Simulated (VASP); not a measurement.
A run of VASP 6.6.1 is set up as follows.

Contents of INCAR:

```
SYSTEM = ZnSe
ALGO = Normal
EDIFF = 1E-6
ENCUT = 520
GGA = PE
ISIF = 2
ISMEAR = 0
LASPH = .True.
LCHARG = .True.
LELF = .True.
LREAL = .False.
LVHAR = .True.
LWAVE = .False.
NBANDS = 16
NELM = 80
PREC = Accurate
SIGMA = 0.05
```

Contents of KPOINTS:

```
k-points
0
Gamma
  8 8 8
  0 0 0
```

File POSCAR:

```
ZnSe
1.0
    0.0000000000      2.9805569459      2.7512833347
    2.9805569459      0.0000000000      2.7512833347
    2.9805569459      2.9805569459      0.0000000000
Zn Se
1 1
Direct
    0.0000000000      0.0000000000      0.0000000000
    0.7500000000      0.7500000000      0.7500000000
```

Potentials or basis: VASP PAW PBE potentials, release 64 (Zn, Se).

Launch:

```console
$ cat potpaw_PBE.64/Zn/POTCAR potpaw_PBE.64/Se/POTCAR > POTCAR
$ mpirun -np 1 vasp_std > vasp.out
```

Problem. What does it give for the band gap on the k mesh?

Solution. 0.83 eV.

Problem. What does it give for the pressure?

Solution. -1.8 GPa.

Stress tensor (GPa, compression positive):
```
-2.66  0.00  0.00
 0.00 -2.66  0.00
 0.00  0.00 -0.23
```

Caveat: the cell differs from its parent crystal (strain +0.040 along x and y, -0.040 along z).
